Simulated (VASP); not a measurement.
# Hg (I4_1/amd) in VASP: single point with LDA

Aim: the single point of Hg with LDA.

Program: VASP 6.6.1. These are calculated values, not measurements. Logs are shortened: lines on timing, memory, paths and dates and some standing lists are left out, and cuts for length are marked.

## 1. The cell of the first run

Symmetry: I4_1/amd, No. 141, tetragonal system. The conventional cell has a = 5.860 Å, b = 5.860 Å, c = 3.145 Å, α = 90.00°, β = 90.00°, γ = 90.00°. Within 4.0 Å of Hg (site symmetry -4m2) lie 10 Hg at 3.03 to 3.76 Å.

## 2. Single point, LDA

INCAR

```
SYSTEM = Hg
PREC     = Accurate       ! precision mode
ENCUT    = 520            ! plane-wave cutoff, eV
EDIFF    = 1E-7           ! SCF threshold, eV
ISMEAR   = 0              ! smearing method
SIGMA    = 0.15           ! smearing width, eV
LREAL    = .FALSE.        ! projectors in reciprocal space
LASPH    = .TRUE.         ! aspherical terms in the spheres
NELM     = 100            ! most SCF steps
ALGO     = Fast           ! electronic algorithm
ISIF     = 2              ! what is computed and relaxed
LWAVE    = .FALSE.        ! write WAVECAR
LCHARG   = .FALSE.        ! write CHGCAR
NBANDS   = 19             ! bands
```

KPOINTS

```
Automatic mesh
0
G
  18 18 18
  0 0 0
```

POSCAR

```
Hg
1.0
   -2.9297541400      2.9297541400      1.5725525500
    2.9297541400     -2.9297541400      1.5725525500
    2.9297541400      2.9297541400     -1.5725525500
Hg
2
Direct
    0.7500000000      0.2500000000      0.5000000000
    0.0000000000      0.0000000000      0.0000000000
```

Potentials or basis: VASP PAW LDA potentials, release 64 (Hg).

Run with:

```bash
cat potpaw_LDA.64/Hg/POTCAR > POTCAR
mpirun -np 1 vasp_std > vasp.out
```

OUTCAR:

```text
SYSTEM = Hg
   PREC = Accurate
   ENCUT = 520
   EDIFF = 1E-7
   ISMEAR = 0
   LREAL = .FALSE.
   LASPH = .TRUE.
   NELM = 100
   ISIF = 2

 ion  position               nearest neighbor table
   1  0.750  0.250  0.500-   2 3.03   2 3.03   2 3.03   2 3.03   2 3.76   2 3.76   2 3.76   2 3.76

   2  0.000  0.000  0.000-   1 3.03   1 3.03   1 3.03   1 3.03   1 3.76   1 3.76   1 3.76   1 3.76

  LATTYP: Found a body centered tetragonal cell.
 ALAT       =     5.8595082800
 C/A-ratio  =     0.5367523945

  Lattice vectors:

 A1 = (  -2.9297541400,   2.9297541400,   1.5725525500)
 A2 = (   2.9297541400,  -2.9297541400,   1.5725525500)
 A3 = (   2.9297541400,   2.9297541400,  -1.5725525500)

Analysis of symmetry for initial positions (statically):
=====================================================================
 Subroutine PRICEL returns:
 Original cell was already a primitive cell.

 Routine SETGRP: Setting up the symmetry group for a
 body centered tetragonal supercell.

 Subroutine GETGRP returns: Found 16 space group operations
 (whereof  8 operations were pure point group operations)
 out of a pool of 16 trial point group operations.

The static configuration has the point symmetry D_2d.
 The point group associated with its full space group is D_4h.

Analysis of symmetry for dynamics (positions and initial velocities):
=====================================================================
 Subroutine PRICEL returns:
 Original cell was already a primitive cell.

 Routine SETGRP: Setting up the symmetry group for a
 body centered tetragonal supercell.

 Subroutine GETGRP returns: Found 16 space group operations
 (whereof  8 operations were pure point group operations)
 out of a pool of 16 trial point group operations.

The dynamic configuration has the point symmetry D_2d.
 The point group associated with its full space group is D_4h.

 Subroutine INISYM returns: Found 16 space group operations
 (whereof  8 operations are pure point group operations),
 and found     1 'primitive' translations

----------------------------------------------------------------------------------------

                                     Primitive cell

  volume of cell :      53.9918

  direct lattice vectors                    reciprocal lattice vectors
    -2.929754140  2.929754140  1.572552550     0.000000000  0.170662785  0.317954398
     2.929754140 -2.929754140  1.572552550     0.170662785  0.000000000  0.317954398
     2.929754140  2.929754140 -1.572552550     0.170662785  0.170662785  0.000000000

  length of vectors
     4.431685928  4.431685928  4.431685928     0.360861172  0.360861172  0.241353625

  position of ions in fractional coordinates (direct lattice)
     0.750000000  0.250000000  0.500000000
     0.000000000  0.000000000  0.000000000

  ion indices of the primitive-cell ions
   primitive index   ion index
                 1           1
                 2           2

----------------------------------------------------------------------------------------

 KPOINTS: Automatic mesh

Automatic generation of k-mesh.
 Grid dimensions read from file:
 generate k-points for:   18   18   18

 Generating k-lattice:

  Cartesian coordinates                     Fractional coordinates (reciprocal lattice)
     0.000000000  0.009481266  0.017664133     0.055555556  0.000000000  0.000000000
     0.009481266  0.000000000  0.017664133     0.000000000  0.055555556  0.000000000
     0.009481266  0.009481266  0.000000000     0.000000000  0.000000000  0.055555556

  Length of vectors
     0.020047843  0.020047843  0.013408535

  Shift w.r.t. Gamma in fractional coordinates (k-lattice)
     0.000000000  0.000000000  0.000000000

 Subroutine IBZKPT returns following result:
 ===========================================

 Found    480 irreducible k-points:

 Following reciprocal coordinates:
            Coordinates               Weight
  0.000000  0.000000  0.000000      1.000000
  0.055556  0.000000  0.000000      8.000000
  0.111111  0.000000  0.000000      8.000000
  0.166667  0.000000 -0.000000      8.000000
  0.222222 -0.000000  0.000000      8.000000
  0.277778  0.000000 -0.000000      8.000000
[... 16 lines left out ...]
 -0.277778  0.055556  0.000000     16.000000
 -0.222222  0.055556 -0.000000     16.000000
 [... further k-points ...]
   k-points           NKPTS =    480   k-points in BZ     NKDIM =    480   number of bands    NBANDS=     19
   number of dos      NEDOS =    301   number of ions     NIONS =      2
   total plane-waves  NPLWV =  46656
   dimension x,y,z NGX =    36 NGY =   36 NGZ =   36
   dimension x,y,z NGXF=    72 NGYF=   72 NGZF=   72
   ions per type =               2
   NGX,Y,Z   is equivalent  to a cutoff of  13.50, 13.50, 13.50 a.u.
   NGXF,Y,Z  is equivalent  to a cutoff of  27.01, 27.01, 27.01 a.u.
 SYSTEM =  Hg
   PREC   = accura    normal or accurate (medium, high low for compatibility)
   ISTART =      0    job   : 0-new  1-cont  2-samecut
   ICHARG =      2    charge: 1-file 2-atom 10-const
   ISPIN  =      1    spin polarized calculation?
   LNONCOLLINEAR =      F non collinear calculations
   LSORBIT =      F    spin-orbit coupling
   LASPH  =      T    aspherical Exc in radial PAW
   ENCUT  =  520.0 eV  38.22 Ry    6.18 a.u.   8.24  8.24  8.24*2*pi/ulx,y,z
   NELM   =    100;   NELMIN=  2; NELMDL= -5     # of ELM steps
   EDIFF  = 0.1E-06   stopping-criterion for ELM
   LREAL  =      F    real-space projection
   EDIFFG = 0.1E-05   stopping-criterion for IOM
   NSW    =      0    number of steps for IOM
   IBRION =     -1    ionic relax: 0-MD 1-quasi-New 2-CG
   NFREE  =      0    steps in history (QN), initial steepest desc. (CG)
   ISIF   =      2    stress and relaxation
   ISYM   =      2    0-nonsym 1-usesym 2-fastsym
   POTIM  = 0.5000    time-step for ionic-motion
   TEBEG  =    0.0;   TEEND  =   0.0 temperature during run
   PSTRESS=    0.0 pullay stress
   NELECT =      24.0000    total number of electrons
   NUPDOWN=      -1.0000    fix difference up-down
   EMIN   =  10.00;   EMAX   =-10.00  energy-range for DOS
   EFERMI =   0.00;   METHOD = LEGACY
   ISMEAR =     0;   SIGMA  =   0.15  broadening in eV -4-tet -1-fermi 0-gaus
   EFERMI_NEDOS =   21; number of points for ismear=-14 and -15
   IALGO  =     68    algorithm
   IMIX   =      4    mixing-type and parameters
     AMIX     =   0.40;   BMIX     =  1.00
     AMIX_MAG =   1.60;   BMIX_MAG =  1.00
  volume/ion in A,a.u.               =      27.00       182.18
  Fermi-wavevector in a.u.,A,eV,Ry     =   1.249404  2.361030 21.238820  1.561009
  Thomas-Fermi vector in A             =   2.383446
   LORBIT       =      0    0 simple, 1 ext, 2 COOP (PROOUT), +10 PAW based schemes
   GGA     = CA    functional components
   LHFCALC =     F    Hartree Fock is set to
   AEXX    =    0.0000 exact exchange contribution
   IVDW    =     0    specifies the selected vdW correction
   LEPSILON=     F    determine dielectric tensor
   LRPA    =     F    only Hartree local field effects (RPA)
 non-spin polarized calculation
 RMM-DIIS sequential band-by-band and
 Gauss-broadening in eV      SIGMA  =   0.15
  energy-cutoff  :      520.00
  volume of cell :       53.99
 maximum number of plane-waves:      1472
 NGX is ok and might be reduce to    36
   NGX = 17   NGY = 17   NGZ = 17

 number of electron      24.0000002 magnetization

 Free energy of the ion-electron system (eV)
  ---------------------------------------------------
  ext. energy  EPLUGINS =         0.00000000
  ---------------------------------------------------
  free energy    TOTEN  =        -1.82129982 eV

  energy without entropy =       -1.81509327  energy(sigma->0) =       -1.81819655

 E-fermi :   1.5864     XC(G=0): -10.4327

 val. band max:        1.5784800555   @ k =  -0.2778   0.5000   0.2778
 cond. band min:       1.6056587909   @ k =  -0.3889   0.4444   0.3889
 fundamental gap:      0.0271787355
 Fermi energy:         1.5864365729

 k-point     1 :       0.0000    0.0000    0.0000
  band No.  band energies     occupation
      1      -6.6827      2.00000
      2      -6.0510      2.00000
      3      -5.9269      2.00000
      4      -5.7744      2.00000
      5      -5.6733      2.00000
      6      -4.6346      2.00000
[... 11 lines left out ...]
     18      14.4353      0.00000
     19      14.4773      0.00000

 k-point     2 :       0.0556    0.0000    0.0000
  band No.  band energies     occupation
      1      -6.6135      2.00000
      2      -6.0451      2.00000
      3      -5.9099      2.00000
      4      -5.7261      2.00000
      5      -5.6464      2.00000
      6      -4.6957      2.00000
[... 11 lines left out ...]
     18      13.6769      0.00000
     19      13.7914      0.00000

 k-point     3 :       0.1111    0.0000    0.0000
  band No.  band energies     occupation
      1      -6.4163      2.00000
      2      -6.0213      2.00000
      3      -5.8608      2.00000
      4      -5.5950      2.00000
      5      -5.5615      2.00000
      6      -4.8083      2.00000
[... 11 lines left out ...]
     18      12.5106      0.00000
     19      12.5922      0.00000

 k-point     4 :       0.1667    0.0000   -0.0000
  band No.  band energies     occupation
      1      -6.1438      2.00000
      2      -5.9701      2.00000
      3      -5.7858      2.00000
      4      -5.4200      2.00000
      5      -5.3877      2.00000
      6      -4.9466      2.00000
[... 407 lines left out ...]
     18      10.9295      0.00000
     19      11.8173      0.00000

 k-point    23 :      -0.2778    0.0556    0.0000
  band No.  band energies     occupation
      1      -5.9423      2.00000
      2      -5.7841      2.00000
      3      -5.6546      2.00000
      4      -5.2519      2.00000
      5      -5.1271      2.00000
      6      -5.0521      2.00000
[... 11 lines left out ...]
     18      10.9910      0.00000
     19      11.8460      0.00000

 k-point    24 :      -0.2222    0.0556   -0.0000
  band No.  band energies     occupation
      1      -6.0729      2.00000
      2      -5.9080      2.00000
      3      -5.7434      2.00000
      4      -5.4441      2.00000
      5      -5.4056      2.00000
      6      -4.9266      2.00000
[... 11 lines left out ...]
     18      11.0855      0.00000
     19      12.4945      0.00000

 [... further k-points ...]

------------------------ aborting loop because EDIFF is reached ----------------------------------------

  FORCE on cell =-STRESS in cart. coord.  units (eV):
  Direction    XX          YY          ZZ          XY          YZ          ZX
  --------------------------------------------------------------------------------------
  -------------------------------------------------------------------------------------
  Total       -1.3453285     -1.3453285     -1.5179762      0.0000000      0.0000000      0.0000000
  in kB      -39.9219182    -39.9219182    -45.0451500      0.0000000      0.0000000      0.0000000
  external PRESSURE =     -41.6296621 kB  Pullay stress =       0.0000000 kB

 VOLUME and BASIS-vectors are now :
 -----------------------------------------------------------------------------
  energy-cutoff  :      520.00
  volume of cell :       53.99
      direct lattice vectors                 reciprocal lattice vectors
    -2.929754140  2.929754140  1.572552550     0.000000000  0.170662785  0.317954398
     2.929754140 -2.929754140  1.572552550     0.170662785  0.000000000  0.317954398
     2.929754140  2.929754140 -1.572552550     0.170662785  0.170662785  0.000000000

 POSITION                                       TOTAL-FORCE (eV/Angst)
 -----------------------------------------------------------------------------------
      0.00000      2.92975      0.78628         0.000000     -0.000000      0.000000
      0.00000      0.00000      0.00000        -0.000000      0.000000     -0.000000
 -----------------------------------------------------------------------------------
    total drift:                               -0.000000      0.000000     -0.000000

  FREE ENERGIE OF THE ION-ELECTRON SYSTEM (eV)
  ---------------------------------------------------
  free  energy   TOTEN  =        -1.8212998205 eV

  energy  without entropy=       -1.8150932714  energy(sigma->0) =       -1.81819655
```

It took 7.5 min on 1 thread of Intel Xeon 6975P-C, shared host; peak memory 0.49 GiB.

What came out:

| Property | Result |
| --- | --- |
| Free energy | -1.8213 eV |
| Pressure | -4.2 GPa |
| Band gap on the k mesh | zero (band 12 reaches 3.82 eV, above the bottom of band 13 at 0.02 eV) |

Caveat: spin-orbit coupling is left out, which moves the levels of the heavy elements.
